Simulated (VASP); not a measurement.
CsPbBr3, 5 atoms in the cell. It takes space group Pm-3m (No. 221, cubic). Conventional cell: a = 6.233 Å, b = 6.233 Å, c = 6.233 Å, α = 90.00°, β = 90.00°, γ = 90.00°. Within 5.8 Å of Cs (site symmetry m-3m) lie 12 Br at 4.41 Å and 8 Pb at 5.40 Å. Within 4.1 Å of Pb (site symmetry m-3m) lie 6 Br at 3.12 Å. Br (site symmetry 4/mmm) has 2 Pb at 3.12 Å within 4.1 Å.  This cell differs from its parent crystal: strain +4.9%.

| Property | Result |
| --- | --- |
| Program | VASP 6.6.1 |
| Task | single point |
| Functional | r2SCAN |
| Potentials or basis | VASP PAW PBE potentials, release 64 (Cs_sv, Pb_d, Br) |
| Cutoff | 520 eV |
| k mesh | 4 × 4 × 4 |
| Occupations | gaussian, width 0.01 eV |
| Spin | no spin polarisation |
| Dipole correction | no |
| Further INCAR settings | ALGO = Normal; EDIFF = 1e-06; NBANDS = 30 |

Potentials or basis: VASP PAW PBE potentials, release 64 (Cs_sv, Pb_d, Br).

Run with:

```bash
$ cat potpaw_PBE.64/Cs_sv/POTCAR potpaw_PBE.64/Pb_d/POTCAR potpaw_PBE.64/Br/POTCAR > POTCAR
$ cp INCAR.step1 INCAR
$ mpirun -np 1 vasp_std > vasp.out
$ cp INCAR.step2 INCAR
$ mpirun -np 1 vasp_std > vasp.out
```

Hardware: 1 thread of Intel Xeon 8259CL, on a shared host.

Task: Estimate the wall time of this run.

Result: Run time: 5.6 min on 1 thread of Intel Xeon 8259CL (shared host), peak memory 0.41 GiB. Counts: k points 10.
